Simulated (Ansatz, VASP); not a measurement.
Ge2F: VASP beside Ansatz

Contents of INCAR:

```
SYSTEM = Ge2F
ALGO = Normal
EDIFF = 1E-6
EDIFFG = -0.04
ENCUT = 600
GGA = PE
IBRION = 2
ISIF = 3
ISMEAR = 0
LASPH = .TRUE.
LCHARG = .FALSE.
LREAL = .FALSE.
LWAVE = .FALSE.
NELM = 80
NSW = 90
PREC = Accurate
SIGMA = 0.1
```

Contents of KPOINTS:

```
k-points
0
G
  6 6 4
  0 0 0
```

File POSCAR:

```
Ge2F
1.0
    3.5373951200      0.0000000000      0.0000000000
   -1.7686975600      3.0634740400      0.0000000000
    0.0000000000      0.0000000000      3.9204250800
Ge F
2 1
Direct
    0.3333333300      0.6666666700      0.5000000000
    0.6666666700      0.3333333300      0.5000000000
    0.0000000000      0.0000000000      0.0000000000
```

Input for Ansatz:

```yaml
crystal:
  lattice:
    - [3.53739512, 0.0, 0.0]
    - [-1.76869756, 3.06347404, 0.0]
    - [0.0, 0.0, 3.92042508]
  atoms:
    - { symbol: Ge, position: [0.33333333, 0.66666667, 0.5] }
    - { symbol: Ge, position: [0.66666667, 0.33333333, 0.5] }
    - { symbol: F, position: [0.0, 0.0, 0.0] }
basis:
  ecutwfc: 420
kpoints:
  mp_grid: { grid: [6, 6, 4] }
hamiltonian:
  xc: pbe
scf:
  occupations: { method: gaussian, width: 0.1 }
  lower_state_search: "off"
output:
  forces: true
  stress: true
  eigenvalues: true
relax:
  adjacent_minimum: "off"
  f_tol: 0.04
  max_steps: 70
  cell: { stress_tol: 0.4 }
```

Change from the starting cell: species swapped into the HfB2 type (P6/mmm, No. 191).

Alike in both runs: task relaxation of cell and atoms; functional PBE; k mesh 6 × 6 × 4; occupations gaussian, width 0.1 eV; no spin polarisation.

|  | VASP | Ansatz |
| --- | --- | --- |
| version | VASP 6.6.1 | Ansatz 0.2.0 |
| potentials or method | VASP PAW PBE potentials, release 64 (Ge_d, F), cutoff 600 eV | scalar-relativistic, plane waves, PAW |
| valence electrons in the cell | 35 | 35 |

```csv
,VASP,Ansatz,Ansatz less VASP
"gap on the k mesh at the Fermi level, each at its own relaxed structure (eV)",none,none,-
relaxed volume (Å³/atom),16.22,16.45,+0.232
relaxed cell length with the largest relative difference (Å),4.292,4.328,+0.0361
```

A gap of «none» marks a metal or a gap that the smearing closes.

The k mesh is coarse, so the values compare programs but aren't converged.
